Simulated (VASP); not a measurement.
Here is a VASP 6.6.1 calculation.

File INCAR:

```
ALGO = Normal ; EDIFF = 1E-7
ENCUT = 520 ; GGA = PE
ISIF = 2 ; ISMEAR = -1
IVDW = 12 ; LASPH = T
LCHARG = F ; LREAL = F
LWAVE = F ; NBANDS = 27
NELM = 60 ; PREC = Accurate
SIGMA = 0.05
```

File KPOINTS:

```
k-points
0
Gamma
  7 7 6
```

File POSCAR:

```
InSe
1.0
    5.9395204510     -2.0690128873      0.1019857304
    5.9395204510      2.0690128873      0.1019857304
   -1.6731738721      0.0000000000      4.1880041109
In Se
2 2
Direct
    0.8850436287      0.8850436287      0.0211113831
    0.1149563713      0.1149563713      0.9788886169
    0.6531420318      0.6531420318      0.6338952371
    0.3468579682      0.3468579682      0.3661047629
```

Potentials or basis: VASP PAW PBE potentials, release 64 (In_d, Se).

Command:

```bash
$ cat potpaw_PBE.64/In_d/POTCAR potpaw_PBE.64/Se/POTCAR > POTCAR
$ mpirun -np 1 vasp_std > vasp.out
```

What does it give for the band gap on the k mesh?

0.66 eV (least direct gap 1.08 eV).

Estimate the pressure.

0.0 GPa.

Forces in eV/Å, atoms in the order of the input:
```
In   0.012  0.000 -0.003
In  -0.012  0.000  0.003
Se   0.001  0.000 -0.010
Se  -0.001  0.000  0.010
```

Caveat: spin-orbit coupling is left out, which moves the levels of the heavy elements; an odd mesh through Γ misses points on the zone boundary, where band edges can lie.
